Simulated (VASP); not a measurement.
## Al2O3: single point with PBE

**The experiment to reproduce.**

From “Multi-petahertz electron interference in Cr:Al2O3 solid-state material”, 2018, pmc:5906618, for a bulk crystal of Al2O3: band gap 8.7 eV (optical).

The system is Al2O3.

```
Al O
1.0
     2.40443    1.38820    4.37432
    -2.40443    1.38820    4.37432
     0.00000   -2.77640    4.37432
Al O
4 6
Direct
  0.35214 0.35214 0.35214
  0.14786 0.14786 0.14786
  0.64786 0.64786 0.64786
  0.85214 0.85214 0.85214
  0.55616 0.94384 0.25000
  0.25000 0.55616 0.94384
  0.94384 0.25000 0.55616
  0.44384 0.05616 0.75000
  0.75000 0.44384 0.05616
  0.05616 0.75000 0.44384
```

- Program: VASP 6.6.1
- Task: single point
- Functional: PBE
- Potentials or basis: VASP PAW PBE potentials, release 64 (Al, O)
- Cutoff: 520 eV
- k mesh: 5 × 5 × 5
- Occupations: gaussian, width 0.01 eV
- Spin: no spin polarisation

| Item | Value |
| --- | --- |
| Pressure | -0.1 GPa |
| Largest force | 0.006 eV/Å |
| Band gap on the k mesh | 5.85 eV, direct |

Forces on the atoms (eV/Å):
```
Al   0.000  0.000  0.006
Al   0.000  0.000 -0.006
Al   0.000  0.000 -0.006
Al   0.000  0.000  0.006
O    0.001  0.000  0.000
O    0.000  0.001  0.000
O    0.000 -0.001  0.000
O   -0.001  0.000  0.000
O    0.000 -0.001  0.000
O    0.000  0.001  0.000
```

Levels at points of the mesh, in eV from the valence-band top:
```tsv
k point	band 22	band 23	band 24	band 25	band 26	band 27
(0.00, 0.00, 0.00)	-0.03	-0.03	0.00	5.85	8.90	10.36
```

Run time: 58 s on 1 thread of Intel Xeon 6975P-C (shared host), peak memory 0.24 GiB.

Against the measured gap of Al2O3, 8.7 eV (optical; quoted in “Multi-petahertz electron interference in Cr:Al2O3 solid-state material”, 2018, pmc:5906618), the calculated 5.85 eV is off by -2.85 eV. The value is that of PBE, without temperature or zero-point motion. Semilocal functionals fall short of measured gaps as a rule.
